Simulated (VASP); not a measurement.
Write the native input for VASP 6.6.1 that does the following.

```
Task                   : relaxation of cell and atoms
Functional             : PBE
Potentials or basis    : VASP PAW PBE potentials, release 64 (Yb)
Cutoff                 : 600 eV
k mesh                 : 15 × 15 × 15
Occupations            : fermi-dirac, width 0.05 eV
Spin                   : no spin polarisation
Target pressure        : 23 GPa
Dipole correction      : no
Further INCAR settings : ALGO = Normal; EDIFF = 1e-06; IBRION = 2; EDIFFG = -0.005; NSW = 60; ISIF = 3
```

The structure of Yb lies in POSCAR:

```
Yb
1.0
    0.0000000000      2.2002462534      2.2002462534
    2.2002462534      0.0000000000      2.2002462534
    2.2002462534      2.2002462534      0.0000000000
Yb
1
Direct
    0.0000000000      0.0000000000      0.0000000000
```

These files were run (other wordings do the same):

INCAR

```
PREC = Accurate ; ENCUT = 600
EDIFF = 1E-6 ; ISMEAR = -1
SIGMA = 0.05 ; LREAL = F
LASPH = T ; NELM = 60
ALGO = Normal ; ISIF = 3
LWAVE = F ; LCHARG = F
GGA = PE ; IBRION = 2
NSW = 60 ; EDIFFG = -0.005
PSTRESS = 230.0
```

KPOINTS

```
regular mesh
0
Gamma
  15 15 15
```

Potentials or basis: VASP PAW PBE potentials, release 64 (Yb).

Run with:

```console
$ cat potpaw_PBE.64/Yb/POTCAR > POTCAR
$ mpirun -np 1 vasp_std > vasp.out
```

It gave:

The relaxed volume is 21.47 Å³/atom and the relaxed cell is a = 3.120 Å, b = 3.120 Å, c = 3.120 Å, α = 60.00°, β = 60.00°, γ = 60.00°. The space group after relaxing (to 0.1 Å) is Fm-3m (No. 225) and the energy change on relaxing (the run minimises the enthalpy) is -24.2 meV/atom. The ionic steps are 20 and the pressure after relaxing is 23.0 GPa. The band gap on the k mesh is zero (bands 12 and 13 overlap by 0.66 eV).

Caveat: the cell is relaxed towards a set pressure, so the run minimises the enthalpy, not the energy; spin-orbit coupling is left out, which moves the levels of the heavy elements.

It took 18 min on 1 thread of Intel(R) Xeon(R) Platinum 8259CL CPU @ 2.50GHz (Skylake/Cascade Lake), on a shared host, peak memory 0.23 GiB.
